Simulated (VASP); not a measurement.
## Ti: relaxation of shape and atoms at fixed volume with LDA

Ti:

```xyz
3
Lattice="4.3581 0.0000 0.0000 -2.1791 3.7742 0.0000 0.0000 0.0000 2.7163" Properties=species:S:1:pos:R:3 pbc="T T T"
Ti    0.0000    0.0000    0.0000
Ti    0.0000    2.5162    1.3581
Ti    2.1791    1.2581    1.3581
```

This cell differs from its parent crystal: volume scaled by 0.94.

- Program: VASP 6.6.1
- Task: relaxation of shape and atoms at fixed volume
- Functional: LDA
- Potentials or basis: VASP PAW LDA potentials, release 64 (Ti_sv)
- Cutoff: 600 eV
- k mesh: 12 × 12 × 14
- Occupations: gaussian, width 0.1 eV
- Spin: no spin polarisation
- Dipole correction: no
- Further INCAR settings: ALGO = Fast; EDIFF = 1e-06; IBRION = 2; EDIFFG = -0.01; NSW = 50; ISIF = 4

The energy gained by relaxing is 0.0 meV/atom and the ionic steps are 2. The pressure after relaxing is 8.6 GPa and the band gap on the k mesh is zero (band 18 reaches 9.99 eV, above the bottom of band 19 at 9.53 eV).

Final structure:
```
Ti
1.0
     4.35610    0.00000    0.00000
    -2.17805    3.77249    0.00000
     0.00000    0.00000    2.71882
Ti
3
Direct
  0.00000 0.00000 0.00000
  0.33333 0.66667 0.50000
  0.66667 0.33333 0.50000
```

Levels at points of the mesh, in eV from the Fermi level:
```
           k point  band 15  band 16  band 17  band 18  band 19  band 20  band 21  band 22
(0.00, 0.00, 0.00)    -0.70    -0.70    -0.58    -0.58     0.02     0.77     1.43     1.43
(0.50, 0.00, 0.00)    -2.99    -0.58    -0.56    -0.46    -0.01     0.63     1.02     1.78
(0.00, 0.00, 0.50)    -2.16    -1.96    -1.96    -1.63     1.19     1.19     1.44     1.44
(0.50, 0.00, 0.50)    -2.06    -1.47    -0.79    -0.65     0.29     0.88     1.25     1.41
```

Run time: 12 min on 1 thread of AMD EPYC 9R45 (Zen 5) (shared host), peak memory 0.22 GiB.
